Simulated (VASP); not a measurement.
# Sb (Pm-3m) in VASP: further runs

The runs below take Sb through relaxation of cell and atoms, with PBEsol.

All numbers are computed with VASP 6.6.1; they aren't measurements. Logs are shortened: lines on timing, memory, paths and dates and some standing lists are left out, and cuts for length are marked.

### Step 1. The cell of the first run

The structure is cubic, space group Pm-3m (No. 221). The conventional cell has a = 2.844 Å, b = 2.844 Å, c = 2.844 Å, α = 90.00°, β = 90.00°, γ = 90.00°. Sb (site symmetry m-3m) has 6 Sb at 2.84 Å within 3.7 Å.

### Step 2. Relaxation of cell and atoms, PBEsol, target pressure 25 GPa, at which the enthalpy is minimised

INCAR

```
SYSTEM = Sb
ALGO = Normal
EDIFF = 1E-6
EDIFFG = -0.008
ENCUT = 600
GGA = PS
IBRION = 2
ISIF = 3
ISMEAR = 0
LASPH = .TRUE.
LCHARG = .FALSE.
LREAL = .FALSE.
LWAVE = .FALSE.
NELM = 100
NSW = 70
PREC = Accurate
PSTRESS = 250.0
SIGMA = 0.1
```

KPOINTS

```
k-points
0
G
  14 14 14
  0 0 0
```

POSCAR

```
Sb
1.0
    2.8435094757      0.0000000000      0.0000000000
    0.0000000000      2.8435094757      0.0000000000
    0.0000000000      0.0000000000      2.8435094757
Sb
1
Direct
    0.0000000000      0.0000000000      0.0000000000
```

Potentials or basis: VASP PAW PBE potentials, release 64 (Sb).

Run with:

```console
> cat potpaw_PBE.64/Sb/POTCAR > POTCAR
> mpirun -np 1 vasp_std > vasp.out
```

OUTCAR:

```text
SYSTEM = Sb
   EDIFF = 1E-6
   EDIFFG = -0.008
   ENCUT = 600
   GGA = PS
   IBRION = 2
   ISIF = 3
   ISMEAR = 0
   LASPH = .TRUE.
   LREAL = .FALSE.
   NELM = 100
   NSW = 70
   PREC = Accurate
   PSTRESS = 250.0

 ion  position               nearest neighbor table
   1  0.000  0.000  0.000-

  LATTYP: Found a simple cubic cell.
 ALAT       =     2.8435094757

  Lattice vectors:

 A1 = (   2.8435094757,   0.0000000000,   0.0000000000)
 A2 = (   0.0000000000,   2.8435094757,   0.0000000000)
 A3 = (   0.0000000000,   0.0000000000,   2.8435094757)

Analysis of symmetry for initial positions (statically):
=====================================================================
 Subroutine PRICEL returns:
 Original cell was already a primitive cell.

 Routine SETGRP: Setting up the symmetry group for a
 simple cubic supercell.

 Subroutine GETGRP returns: Found 48 space group operations
 (whereof 48 operations were pure point group operations)
 out of a pool of 48 trial point group operations.

The static configuration has the point symmetry O_h .

Analysis of symmetry for dynamics (positions and initial velocities):
=====================================================================
 Subroutine PRICEL returns:
 Original cell was already a primitive cell.

 Routine SETGRP: Setting up the symmetry group for a
 simple cubic supercell.

 Subroutine GETGRP returns: Found 48 space group operations
 (whereof 48 operations were pure point group operations)
 out of a pool of 48 trial point group operations.

The dynamic configuration has the point symmetry O_h .

 Subroutine INISYM returns: Found 48 space group operations
 (whereof 48 operations are pure point group operations),
 and found     1 'primitive' translations

----------------------------------------------------------------------------------------

                                     Primitive cell

  volume of cell :      22.9913

  direct lattice vectors                    reciprocal lattice vectors
     2.843509476  0.000000000  0.000000000     0.351678097  0.000000000  0.000000000
     0.000000000  2.843509476  0.000000000     0.000000000  0.351678097  0.000000000
     0.000000000  0.000000000  2.843509476     0.000000000  0.000000000  0.351678097

  length of vectors
     2.843509476  2.843509476  2.843509476     0.351678097  0.351678097  0.351678097

  position of ions in fractional coordinates (direct lattice)
     0.000000000  0.000000000  0.000000000

  ion indices of the primitive-cell ions
   primitive index   ion index
                 1           1

----------------------------------------------------------------------------------------

 KPOINTS: k-points

Automatic generation of k-mesh.
 Grid dimensions read from file:
 generate k-points for:   14   14   14

 Generating k-lattice:

  Cartesian coordinates                     Fractional coordinates (reciprocal lattice)
     0.025119864  0.000000000  0.000000000     0.071428571  0.000000000  0.000000000
     0.000000000  0.025119864  0.000000000     0.000000000  0.071428571  0.000000000
     0.000000000  0.000000000  0.025119864     0.000000000  0.000000000  0.071428571

  Length of vectors
     0.025119864  0.025119864  0.025119864

  Shift w.r.t. Gamma in fractional coordinates (k-lattice)
     0.000000000  0.000000000  0.000000000

 Subroutine IBZKPT returns following result:
 ===========================================

 Found    120 irreducible k-points:

 Following reciprocal coordinates:
            Coordinates               Weight
  0.000000  0.000000  0.000000      1.000000
  0.071429  0.000000  0.000000      6.000000
  0.142857  0.000000  0.000000      6.000000
  0.214286  0.000000  0.000000      6.000000
  0.285714  0.000000  0.000000      6.000000
  0.357143  0.000000  0.000000      6.000000
[... 16 lines left out ...]
  0.285714  0.214286  0.000000     24.000000
  0.357143  0.214286  0.000000     24.000000
 [... further k-points ...]
   k-points           NKPTS =    120   k-points in BZ     NKDIM =    120   number of bands    NBANDS=      6
   number of dos      NEDOS =    301   number of ions     NIONS =      1
   total plane-waves  NPLWV =  13824
   dimension x,y,z NGX =    24 NGY =   24 NGZ =   24
   dimension x,y,z NGXF=    48 NGYF=   48 NGZF=   48
   ions per type =               1
   NGX,Y,Z   is equivalent  to a cutoff of  14.03, 14.03, 14.03 a.u.
   NGXF,Y,Z  is equivalent  to a cutoff of  28.06, 28.06, 28.06 a.u.
 SYSTEM =  Sb
   PREC   = accura    normal or accurate (medium, high low for compatibility)
   ISTART =      0    job   : 0-new  1-cont  2-samecut
   ICHARG =      2    charge: 1-file 2-atom 10-const
   ISPIN  =      1    spin polarized calculation?
   LNONCOLLINEAR =      F non collinear calculations
   LSORBIT =      F    spin-orbit coupling
   LASPH  =      T    aspherical Exc in radial PAW
   ENCUT  =  600.0 eV  44.10 Ry    6.64 a.u.   5.68  5.68  5.68*2*pi/ulx,y,z
   NELM   =    100;   NELMIN=  2; NELMDL= -5     # of ELM steps
   EDIFF  = 0.1E-05   stopping-criterion for ELM
   LREAL  =      F    real-space projection
   EDIFFG = -.8E-02   stopping-criterion for IOM
   NSW    =     70    number of steps for IOM
   IBRION =      2    ionic relax: 0-MD 1-quasi-New 2-CG
   NFREE  =      1    steps in history (QN), initial steepest desc. (CG)
   ISIF   =      3    stress and relaxation
   ISYM   =      2    0-nonsym 1-usesym 2-fastsym
   POTIM  = 0.5000    time-step for ionic-motion
   TEBEG  =    0.0;   TEEND  =   0.0 temperature during run
   PSTRESS=  250.0 pullay stress
   NELECT =       5.0000    total number of electrons
   NUPDOWN=      -1.0000    fix difference up-down
   EMIN   =  10.00;   EMAX   =-10.00  energy-range for DOS
   EFERMI =   0.00;   METHOD = LEGACY
   ISMEAR =     0;   SIGMA  =   0.10  broadening in eV -4-tet -1-fermi 0-gaus
   EFERMI_NEDOS =   21; number of points for ismear=-14 and -15
   IALGO  =     38    algorithm
   IMIX   =      4    mixing-type and parameters
     AMIX     =   0.40;   BMIX     =  1.00
     AMIX_MAG =   1.60;   BMIX_MAG =  1.00
  volume/ion in A,a.u.               =      22.99       155.15
  Fermi-wavevector in a.u.,A,eV,Ry     =   0.984487  1.860411 13.186976  0.969215
  Thomas-Fermi vector in A             =   2.115724
   LORBIT       =      0    0 simple, 1 ext, 2 COOP (PROOUT), +10 PAW based schemes
   GGA     = PS    functional components
   LHFCALC =     F    Hartree Fock is set to
   AEXX    =    0.0000 exact exchange contribution
   IVDW    =     0    specifies the selected vdW correction
   LEPSILON=     F    determine dielectric tensor
   LRPA    =     F    only Hartree local field effects (RPA)
 conjugate gradient relaxation of ions
 non-spin polarized calculation
 Gauss-broadening in eV      SIGMA  =   0.10
  energy-cutoff  :      600.00
  volume of cell :       22.99
 maximum number of plane-waves:       804
 NGX is ok and might be reduce to    24
   NGX = 11   NGY = 11   NGZ = 11

--------------------------------------- Ionic step        1  -------------------------------------------

 number of electron       5.0000001 magnetization

 Free energy of the ion-electron system (eV)
  ---------------------------------------------------
  ext. energy  EPLUGINS =         0.00000000
  ---------------------------------------------------
  free energy    TOTEN  =        -4.19762185 eV

  energy without entropy =       -4.19611612  energy(sigma->0) =       -4.19686898

------------------------ aborting loop because EDIFF is reached ----------------------------------------

  FORCE on cell =-STRESS in cart. coord.  units (eV):
  Direction    XX          YY          ZZ          XY          YZ          ZX
  --------------------------------------------------------------------------------------
  -------------------------------------------------------------------------------------
  Total        3.4001180      3.4001180      3.4001180      0.0000000      0.0000000     -0.0000000
  in kB      236.9411712    236.9411712    236.9411712      0.0000000      0.0000000     -0.0000000
  external PRESSURE =     -13.0588288 kB  Pullay stress =     250.0000000 kB

 VOLUME and BASIS-vectors are now :
 -----------------------------------------------------------------------------
  energy-cutoff  :      600.00
  volume of cell :       22.99
      direct lattice vectors                 reciprocal lattice vectors
     2.843509476  0.000000000  0.000000000     0.351678097  0.000000000  0.000000000
     0.000000000  2.843509476  0.000000000     0.000000000  0.351678097  0.000000000
     0.000000000  0.000000000  2.843509476     0.000000000  0.000000000  0.351678097
[... 44 lines left out ...]
  FREE ENERGIE OF THE ION-ELECTRON SYSTEM (eV)
  ---------------------------------------------------
  free  energy   TOTEN  =        -4.0972264896 eV

  energy  without entropy=       -4.0958531175  energy(sigma->0) =       -4.09653980

  enthalpy is  TOTEN    =        -0.6061346017 eV   P V=        3.4910918880

--------------------------------------- Ionic step        3  -------------------------------------------

 number of electron       5.0000000 magnetization

 Free energy of the ion-electron system (eV)
  ---------------------------------------------------
  ext. energy  EPLUGINS =         0.00000000
  ---------------------------------------------------
  free energy    TOTEN  =        -4.17083626 eV

  energy without entropy =       -4.16937704  energy(sigma->0) =       -4.17010665

 E-fermi :  10.8101     XC(G=0): -10.9233

 val. band max:       10.7559498036   @ k =   0.2857   0.2143   0.0714
 cond. band min:      10.8426197684   @ k =   0.5000   0.2857   0.2857
 fundamental gap:      0.0866699648
 Fermi energy:        10.8100819360

 k-point     1 :       0.0000    0.0000    0.0000
  band No.  band energies     occupation
      1      -3.9943      2.00000
      2      14.7437      0.00000
      3      14.7437      0.00000
      4      14.7437      0.00000
      5      18.1087      0.00000
      6      18.1087      0.00000

 k-point     2 :       0.0714    0.0000    0.0000
  band No.  band energies     occupation
      1      -3.8980      2.00000
      2      13.4734      0.00000
      3      14.8472      0.00000
      4      14.8472      0.00000
      5      18.1727      0.00000
      6      18.9504      0.00000
[... 181 lines left out ...]
 k-point    23 :       0.2857    0.2143    0.0000
  band No.  band energies     occupation
      1      -1.6204      2.00000
      2       7.8296      2.00000
      3      10.6695      1.95313
      4      17.1781      0.00000
      5      19.4441      0.00000
      6      20.6904      0.00000

 k-point    24 :       0.3571    0.2143    0.0000
  band No.  band energies     occupation
      1      -0.8227      2.00000
      2       6.0254      2.00000
      3      11.3546      0.00000
      4      17.8837      0.00000
      5      18.0732      0.00000
      6      21.1744      0.00000

 [... further k-points ...]

------------------------ aborting loop because EDIFF is reached ----------------------------------------

  FORCE on cell =-STRESS in cart. coord.  units (eV):
  Direction    XX          YY          ZZ          XY          YZ          ZX
  --------------------------------------------------------------------------------------
  -------------------------------------------------------------------------------------
  Total        3.5597616      3.5597616      3.5597616      0.0000000     -0.0000000     -0.0000000
  in kB      249.9835414    249.9835414    249.9835414      0.0000000     -0.0000000     -0.0000000
  external PRESSURE =      -0.0164586 kB  Pullay stress =     250.0000000 kB

 VOLUME and BASIS-vectors are now :
 -----------------------------------------------------------------------------
  energy-cutoff  :      600.00
  volume of cell :       22.81
      direct lattice vectors                 reciprocal lattice vectors
     2.836220724  0.000000000 -0.000000000     0.352581868 -0.000000000  0.000000000
     0.000000000  2.836220724  0.000000000    -0.000000000  0.352581868 -0.000000000
    -0.000000000  0.000000000  2.836220724     0.000000000 -0.000000000  0.352581868

 POSITION                                       TOTAL-FORCE (eV/Angst)
 -----------------------------------------------------------------------------------
      0.00000      0.00000      0.00000         0.000000      0.000000      0.000000
 -----------------------------------------------------------------------------------
    total drift:                                0.000000      0.000000      0.000000

  FREE ENERGIE OF THE ION-ELECTRON SYSTEM (eV)
  ---------------------------------------------------
  free  energy   TOTEN  =        -4.1708362579 eV

  energy  without entropy=       -4.1693770434  energy(sigma->0) =       -4.17010665

  enthalpy is  TOTEN    =        -0.6108403024 eV   P V=        3.5599959555

 reached required accuracy - stopping structural energy minimisation
```

Wall time 37 s (1 thread of Intel Xeon 8259CL, shared host); peak memory 0.16 GiB.

Results:

| Item | Value |
| --- | --- |
| Free energy | -4.1708 eV |
| Relaxed volume | 22.81 Å³/atom |
| Relaxed cell | a = 2.836 Å, b = 2.836 Å, c = 2.836 Å, α = 90.00°, β = 90.00°, γ = 90.00° |
| Space group after relaxing (to 0.05 Å) | Pm-3m (No. 221) |
| Energy change on relaxing (the enthalpy is what falls) | +26.8 meV/atom |
| Ionic steps | 3 |
| Pressure after relaxing | 25.0 GPa |

Step by step:
| step | energy change (eV) | largest force (eV/Å) | pressure (GPa) | volume (Å³) |
| --- | --- | --- | --- | --- |
| 1 | 0.0000 | 0.0000 | 23.69 | 22.99 |
| 2 | 0.1004 | 0.0000 | 28.48 | 22.37 |
| 3 | 0.0268 | 0.0000 | 25.00 | 22.81 |

Final structure:
```yaml
crystal:
  lattice:
    - [2.83622, 0.00000, 0.00000]
    - [0.00000, 2.83622, 0.00000]
    - [0.00000, 0.00000, 2.83622]
  atoms:
    - { symbol: Sb, position: [0.00000, 0.00000, 0.00000] }
```

Levels at points of the mesh, in eV from the Fermi level:
```csv
k point,band 1,band 2,band 3,band 4,band 5,band 6
"(0.00, 0.00, 0.00)",-14.80,3.93,3.93,3.93,7.30,7.30
"(0.50, 0.00, 0.00)",-11.24,-7.69,6.99,6.99,9.95,11.18
"(0.50, 0.50, 0.00)",-7.31,-4.88,-4.88,1.03,10.42,13.96
"(0.50, 0.50, 0.50)",-2.61,-2.18,-2.18,-2.18,4.42,4.42
```

Caveat: the cell is relaxed towards a set pressure, so the enthalpy falls and the energy may rise; the PAW data sets were made with another functional, which shifts forces and pressure a little; spin-orbit coupling is left out, which moves the levels of the heavy elements.

(Part 1 of 2 ends here.)
